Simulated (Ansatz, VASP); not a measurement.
# Sc in VASP and in Ansatz

```
Sc
1.0
     3.27732    0.00000    0.00000
    -1.63866    2.83824    0.00000
     0.00000    0.00000    5.08492
Sc
2
Direct
  0.33333 0.66667 0.25000
  0.66667 0.33333 0.75000
```

Alike in both runs: task single point; functional PBEsol; k mesh 18 × 18 × 10; occupations fermi-dirac, width 0.05 eV; no spin polarisation.

|  | VASP | Ansatz |
| --- | --- | --- |
| version | VASP 6.6.1 | Ansatz 0.2.0 |
| potentials or method | VASP PAW PBE potentials, release 64 (Sc_sv), cutoff 520 eV | all-electron LAPW, scalar-relativistic |

|  | VASP | Ansatz | Ansatz less VASP |
| --- | --- | --- | --- |
| pressure (GPa) | 0.0 | 0.0 | -0.01 |

VASP's potentials were made for PBE, not for PBEsol. Ansatz ran all-electron here, and VASP with PAW potentials.
